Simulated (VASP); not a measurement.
A run of VASP 6.6.1:

The input INCAR:

```
  PREC = Accurate
  ENCUT = 520
  EDIFF = 1E-6
  ISMEAR = 0
  SIGMA = 0.05
  LREAL = Auto
  LASPH = T
  NELM = 80
  ALGO = Normal
  ISIF = 2
  LWAVE = F
  LCHARG = T
  GGA = PE
  LELF = T
  LVHAR = T
  NBANDS = 43
  NELECT = 56.0
```

KPOINTS

```
regular mesh
0
Gamma
  6 6 6
```

POSCAR

```
Si8C7
1.0
   -4.3794502696     -4.3794502696      0.0000000000
    0.0000000000     -4.3794502696      4.3794502696
   -4.3794502696      0.0000000000      4.3794502696
Si C
8 7
Direct
    0.5000000000      0.5000000000      0.0000000000
    0.0000000000      0.5000000000      0.0000000000
    0.5000000000      0.0000000000      0.0000000000
    0.0000000000      0.0000000000      0.0000000000
    0.5000000000      0.5000000000      0.5000000000
    0.0000000000      0.5000000000      0.5000000000
    0.5000000000      0.0000000000      0.5000000000
    0.0000000000      0.0000000000      0.5000000000
    0.7500000000      0.3346349577      0.4153650423
    0.3750000000      0.8750000000      0.3750000000
    0.8750000000      0.8750000000      0.3750000000
    0.3750000000      0.3750000000      0.8750000000
    0.8750000000      0.3750000000      0.8750000000
    0.3750000000      0.8750000000      0.8750000000
    0.8750000000      0.8750000000      0.8750000000
```

Potentials or basis: VASP PAW PBE potentials, release 64 (Si, C).

The run is started by

```console
$ cat potpaw_PBE.64/Si/POTCAR potpaw_PBE.64/C/POTCAR > POTCAR
$ mpirun -np 1 vasp_std > vasp.out
```

Hardware: 1 thread of AMD EPYC 7R13 (shared host).

Q: How long does it take, and how much memory?

A: It took 39 min on 1 thread of AMD EPYC 7R13 (shared host), peak memory 0.63 GiB. Counts: scf iterations 15, k points 112.
